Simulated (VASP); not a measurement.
Here is a VASP 6.6.1 calculation.

Contents of INCAR:

```
PREC     = Accurate       # precision mode
ENCUT    = 520            # plane-wave cutoff, eV
EDIFF    = 1E-7           # SCF threshold, eV
ISMEAR   = -1             # smearing method
SIGMA    = 0.1            # smearing width, eV
LREAL    = False          # projectors in reciprocal space
LASPH    = True           # aspherical terms in the spheres
NELM     = 100            # most SCF steps
ALGO     = Normal         # electronic algorithm
ISIF     = 2              # what is computed and relaxed
LWAVE    = False          # write WAVECAR
LCHARG   = False          # write CHGCAR
GGA      = B5             # functional
ALDAX    = 1.0          
AGGAX    = 1.0          
AGGAC    = 1.0          
ALDAC    = 0.0          
NBANDS   = 8              # bands
```

The input KPOINTS:

```
regular mesh
0
Gamma
  23 23 23
```

File POSCAR:

```
Si
1.0
   -1.6018877561      1.6018877561      1.6018877561
    1.6018877561     -1.6018877561      1.6018877561
    1.6018877561      1.6018877561     -1.6018877561
Si
1
Direct
    0.0000000000      0.0000000000      0.0000000000
```

Potentials or basis: VASP PAW PBE potentials, release 64 (Si).

Run with:

```bash
$ cat potpaw_PBE.64/Si/POTCAR > POTCAR
$ mpirun -np 1 vasp_std > vasp.out
```

Problem. What does it give for the band gap on the k mesh?

Solution. Zero (band 2 reaches 18.58 eV, above the bottom of band 3 at 5.48 eV).

Problem. What does it give for the pressure?

Solution. 0.3 GPa.

Caveat: the PAW data sets were made with another functional, which shifts forces and pressure a little.
